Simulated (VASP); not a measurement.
# SiO2 (Imma) in VASP: further runs, part 2 of 2

VASP 6.6.1. The steps go on from the part before.

## 4. Single point, LDA

The input, INCAR:

```
PREC = Accurate ; ENCUT = 520
EDIFF = 1E-6 ; ISMEAR = 0
SIGMA = 0.02 ; LREAL = False
LASPH = True ; NELM = 80
ALGO = Normal ; ISIF = 2
LWAVE = False ; LCHARG = False
NBANDS = 44
```

The input, KPOINTS:

```
Automatic mesh
0
Gamma
  6 6 6
```

The input, POSCAR:

```
SiO2
1.0
   -2.6150634384      4.7378721332      4.4366927626
    2.6150634384     -4.7378721332      4.4366927626
    2.6150634384      4.7378721332     -4.4366927626
Si O
4 8
Direct
    0.9275554424      0.8441015210      0.0834539215
    0.7393524005      0.1558984790      0.5834539215
    0.0724445576      0.1558984790      0.9165460785
    0.2606475995      0.8441015210      0.4165460785
    0.1278353228      0.8778353228      0.2500000000
    0.8721646772      0.1221646772      0.7500000000
    0.7902925021      0.5000000000      0.7902925021
    0.2097074979      0.0000000000      0.7097074979
    0.2097074979      0.5000000000      0.2097074979
    0.7902925021      0.0000000000      0.2902925021
    0.0000000000      0.0000000000      0.0000000000
    0.5000000000      0.0000000000      0.5000000000
```

Potentials or basis: VASP PAW LDA potentials, release 64 (Si, O).

Launch:

```
> cat potpaw_LDA.64/Si/POTCAR potpaw_LDA.64/O/POTCAR > POTCAR
> mpirun -np 1 vasp_std > vasp.out
```

OUTCAR:

```text
PREC = Accurate
   ENCUT = 520
   EDIFF = 1E-6
   ISMEAR = 0
   LREAL = False
   LASPH = True
   NELM = 80
   ISIF = 2

 ion  position               nearest neighbor table
   1  0.928  0.844  0.083-  11 1.59  10 1.60   7 1.60   5 1.61   2 3.10   2 3.10
   2  0.739  0.156  0.583-  12 1.59  10 1.60   7 1.60   6 1.61   1 3.10   1 3.10
   3  0.072  0.156  0.917-  11 1.59   8 1.60   9 1.60   6 1.61   4 3.10   4 3.10
   4  0.261  0.844  0.417-  12 1.59   9 1.60   8 1.60   5 1.61   3 3.10   3 3.10
   5  0.128  0.878  0.250-   4 1.61   1 1.61
   6  0.872  0.122  0.750-   2 1.61   3 1.61
   7  0.790  0.500  0.790-   1 1.60   2 1.60
[... 1362 lines left out ...]
 -----------------------------------------------------------------------------
  energy-cutoff  :      520.00
  volume of cell :      219.88
      direct lattice vectors                 reciprocal lattice vectors
    -2.615063438  4.737872133  4.436692763     0.000000000  0.105532607  0.112696557
     2.615063438 -4.737872133  4.436692763     0.191199951  0.000000000  0.112696557
     2.615063438  4.737872133 -4.436692763     0.191199951  0.105532607  0.000000000

 POSITION                                       TOTAL-FORCE (eV/Angst)
 -----------------------------------------------------------------------------------
      0.00000      0.79079      7.49004         0.000000     -0.043917      0.035451
      0.00000      5.52866      1.38335        -0.000000     -0.043917     -0.035451
      2.61506      3.94708     -3.05335         0.000000      0.043917     -0.035451
      2.61506     -0.79079      3.05335         0.000000      0.043917      0.035451
      2.61506     -2.36894      3.35268         0.000000     -0.000000      0.000243
      0.00000      7.10681      1.08401         0.000000     -0.000000     -0.000243
      1.30753      5.11967      2.21835        -0.000000     -0.009001     -0.000000
      1.30753      4.35607     -2.21835         0.000000      0.009001     -0.000000
      1.30753     -0.38180      2.21835         0.000000      0.009001     -0.000000
     -1.30753      5.11967      2.21835        -0.000000     -0.009001     -0.000000
      0.00000      0.00000      0.00000         0.000000     -0.000000     -0.000000
      0.00000      4.73787      0.00000         0.000000     -0.000000     -0.000000
 -----------------------------------------------------------------------------------
    total drift:                               -0.000001      0.000001      0.000000

  FREE ENERGIE OF THE ION-ELECTRON SYSTEM (eV)
  ---------------------------------------------------
  free  energy   TOTEN  =      -103.6099928724 eV

  energy  without entropy=     -103.6099928724  energy(sigma->0) =     -103.60999287
```

stdout:

```text
POSCAR found type information on POSCAR SiO
 POSCAR found :  2 types and      12 ions
 scaLAPACK will be used
 LDA part: xc-table for (Slater(with rela. corr.)+CA(PZ))
 , standard interpolation
 POSCAR, INCAR and KPOINTS ok, starting setup
 FFT: planning ... GRIDC
 FFT: planning ... GRID_SOFT
 FFT: planning ... GRID
 WAVECAR not read
 entering main loop
```

Wall time 12 min (1 thread of Intel Xeon Platinum 8259CL at 2.50GHz (Skylake/Cascade Lake), shared host); peak memory 0.49 GiB.

What came out:

```
Free energy            : -103.6100 eV
Pressure               : 0.4 GPa
Largest force          : 0.056 eV/Å
Band gap on the k mesh : 5.42 eV
```

Forces on the atoms (eV/Å):
```
Si   0.000 -0.044  0.035
Si   0.000 -0.044 -0.035
Si   0.000  0.044 -0.035
Si   0.000  0.044  0.035
O    0.000  0.000  0.000
O    0.000  0.000  0.000
O    0.000 -0.009  0.000
O    0.000  0.009  0.000
O    0.000  0.009  0.000
O    0.000 -0.009  0.000
O    0.000  0.000  0.000
O    0.000  0.000  0.000
```

## 5. Single point, LDA

This run uses another cell than the first one, of 18.72 Å³/atom.

The input, INCAR:

```
PREC     = Accurate       # precision mode
ENCUT    = 520            # plane-wave cutoff, eV
EDIFF    = 1E-7           # SCF threshold, eV
ISMEAR   = 0              # smearing method
SIGMA    = 0.02           # smearing width, eV
LREAL    = False          # projectors in reciprocal space
LASPH    = True           # aspherical terms in the spheres
NELM     = 100            # most SCF steps
ALGO     = Normal         # electronic algorithm
ISIF     = 2              # what is computed and relaxed
LWAVE    = False          # write WAVECAR
LCHARG   = False          # write CHGCAR
GGA      = CA             # functional
NBANDS   = 44             # bands
```

The input, KPOINTS:

```
regular mesh
0
Gamma
  6 6 6
```

The input, POSCAR:

```
SiO2
1.0
   -2.6220671251      4.8794116454      4.3895761623
    2.6220671251     -4.8794116454      4.3895761623
    2.6220671251      4.8794116454     -4.3895761623
Si O
4 8
Direct
    0.9377732962      0.8478742383      0.0898990579
    0.7420248196      0.1521257617      0.5898990579
    0.0622267038      0.1521257617      0.9101009421
    0.2579751804      0.8478742383      0.4101009421
    0.1427561741      0.8927561741      0.2500000000
    0.8572438259      0.1072438259      0.7500000000
    0.8037498597      0.5000000000      0.8037498597
    0.1962501403      0.0000000000      0.6962501403
    0.1962501403      0.5000000000      0.1962501403
    0.8037498597      0.0000000000      0.3037498597
    0.0000000000      0.0000000000      0.0000000000
    0.5000000000      0.0000000000      0.5000000000
```

Potentials or basis: VASP PAW LDA potentials, release 64 (Si, O).

Launch:

```
> cat potpaw_LDA.64/Si/POTCAR potpaw_LDA.64/O/POTCAR > POTCAR
> mpirun -np 1 vasp_std > vasp.out
```

OUTCAR:

```text
PREC = Accurate
   ENCUT = 520
   EDIFF = 1E-7
   ISMEAR = 0
   LREAL = False
   LASPH = True
   NELM = 100
   ISIF = 2
   GGA = CA

 ion  position               nearest neighbor table
   1  0.938  0.848  0.090-  11 1.60  10 1.61   7 1.61   5 1.61   4 3.12   2 3.14   2 3.14
   2  0.742  0.152  0.590-  12 1.60  10 1.61   7 1.61   6 1.61   3 3.12   1 3.14   1 3.14
   3  0.062  0.152  0.910-  11 1.60   9 1.61   8 1.61   6 1.61   2 3.12   4 3.14   4 3.14
   4  0.258  0.848  0.410-  12 1.60   9 1.61   8 1.61   5 1.61   1 3.12   3 3.14   3 3.14
   5  0.143  0.893  0.250-   1 1.61   4 1.61
   6  0.857  0.107  0.750-   2 1.61   3 1.61
[... 1364 lines left out ...]
  energy-cutoff  :      520.00
  volume of cell :      224.64
      direct lattice vectors                 reciprocal lattice vectors
    -2.622067125  4.879411645  4.389576162     0.000000000  0.102471371  0.113906214
     2.622067125 -4.879411645  4.389576162     0.190689245  0.000000000  0.113906214
     2.622067125  4.879411645 -4.389576162     0.190689245  0.102471371  0.000000000

 POSITION                                       TOTAL-FORCE (eV/Angst)
 -----------------------------------------------------------------------------------
      0.00000      0.87731      7.44362         0.000000     -0.048062      0.036440
      0.00000      5.75672      1.33554         0.000000     -0.048062     -0.036440
      2.62207      4.00210     -3.05404         0.000000      0.048062     -0.036440
      2.62207     -0.87731      3.05404        -0.000000      0.048062      0.036440
      2.62207     -2.43971      3.44807         0.000000     -0.000000      0.008236
     -0.00000      7.31912      0.94151        -0.000000     -0.000000     -0.008236
      1.31103      5.40395      2.19479         0.000000     -0.006534      0.000000
      1.31103      4.35488     -2.19479         0.000000      0.006534      0.000000
      1.31103     -0.52454      2.19479         0.000000      0.006534      0.000000
     -1.31103      5.40395      2.19479         0.000000     -0.006534      0.000000
      0.00000      0.00000      0.00000         0.000000     -0.000000      0.000000
      0.00000      4.87941      0.00000         0.000000     -0.000000      0.000000
 -----------------------------------------------------------------------------------
    total drift:                               -0.000000      0.000000     -0.000000

  FREE ENERGIE OF THE ION-ELECTRON SYSTEM (eV)
  ---------------------------------------------------
  free  energy   TOTEN  =      -103.6052975770 eV

  energy  without entropy=     -103.6052975770  energy(sigma->0) =     -103.60529758
```

Wall time 11 min (1 thread of Intel Xeon Platinum 8259CL at 2.50GHz (Skylake/Cascade Lake), shared host); peak memory 0.5 GiB.

Results:

| Property | Result |
| --- | --- |
| Free energy | -103.6053 eV |
| Pressure | -0.6 GPa |
| Largest force | 0.060 eV/Å |
| Band gap on the k mesh | 5.44 eV |

Forces on the atoms (eV/Å):
```
Si   0.000 -0.048  0.036
Si   0.000 -0.048 -0.036
Si   0.000  0.048 -0.036
Si   0.000  0.048  0.036
O    0.000  0.000  0.008
O    0.000  0.000 -0.008
O    0.000 -0.007  0.000
O    0.000  0.007  0.000
O    0.000  0.007  0.000
O    0.000 -0.007  0.000
O    0.000  0.000  0.000
O    0.000  0.000  0.000
```
